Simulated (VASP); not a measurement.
Here is a VASP 6.6.1 calculation.

The input INCAR:

```
PREC     = Accurate       # precision mode
ENCUT    = 520            # plane-wave cutoff, eV
EDIFF    = 1E-7           # SCF threshold, eV
ISMEAR   = 0              # smearing method
SIGMA    = 0.15           # smearing width, eV
LREAL    = Auto         
LASPH    = True           # aspherical terms in the spheres
NELM     = 80             # most SCF steps
ALGO     = Normal         # electronic algorithm
ISIF     = 2              # what is computed and relaxed
LWAVE    = False          # write WAVECAR
LCHARG   = False          # write CHGCAR
GGA      = PE             # functional
NBANDS   = 86             # bands
```

File KPOINTS:

```
regular mesh
0
Gamma
  5 5 1
```

File POSCAR:

```
HW8C8
1.0
    5.7891000000      0.0000000000      0.0000000000
   -2.8945500000      5.0135080000      0.0000000000
    0.0000000000      0.0000000000     16.2481650000
W C H
8 8 1
Direct
    0.0000000000      0.0000000000      0.0615454114
   -0.0004216105     -0.0002223992      0.2378238404
    0.0000000000      0.5000000000      0.0615454114
   -0.0001482617      0.4999128355      0.2381134116
    0.5000000000      0.0000000000      0.0615454114
    0.4999733946     -0.0002076390      0.2378452582
    0.5000000000      0.5000000000      0.0615454114
    0.4999661311      0.5001468034      0.2378504280
    0.3332568152      0.1666082910      0.1440158935
    0.3330586654      0.1665035739      0.3144028264
    0.3329724431      0.6664696656      0.1428007409
    0.3363803044      0.6681882227      0.3067979061
    0.8334312764      0.1669731055      0.1427796308
    0.8315316871      0.1633141904      0.3067868895
    0.8334146830      0.6664417410      0.1427842467
    0.8315355137      0.6681985947      0.3067878127
    0.3324206462      1.1660998646      0.3815505936
```

Potentials or basis: VASP PAW PBE potentials, release 64 (W_sv, C, H).

Command:

```bash
$ cat potpaw_PBE.64/W_sv/POTCAR potpaw_PBE.64/C/POTCAR potpaw_PBE.64/H/POTCAR > POTCAR
$ mpirun -np 1 vasp_std > vasp.out
```

Task: Predict the largest force.

Result: 0.134 eV/Å.

Task: Estimate the band gap on the k mesh.

Result: Zero (an odd number of electrons rules out a gap without spin polarisation).

Forces on the atoms (eV/Å):
```
W    0.107  0.061 -0.042
W    0.019  0.011 -0.027
W   -0.002 -0.001 -0.111
W    0.001  0.001 -0.033
W   -0.112  0.060 -0.039
W   -0.018  0.011 -0.029
W   -0.003 -0.128 -0.039
W    0.001 -0.021 -0.029
C    0.000  0.001  0.010
C    0.002  0.001  0.063
C   -0.003 -0.001 -0.002
C    0.000 -0.001  0.087
C    0.001  0.001  0.001
C    0.000 -0.001  0.086
C    0.002  0.001  0.001
C   -0.001  0.000  0.087
H    0.005  0.004  0.017
```

Caveat: there is no dipole correction, which matters where the two faces differ; spin-orbit coupling is left out, which moves the levels of the heavy elements; an odd number of electrons without spin polarisation forces a metal; a magnetic or distorted state may lie lower.
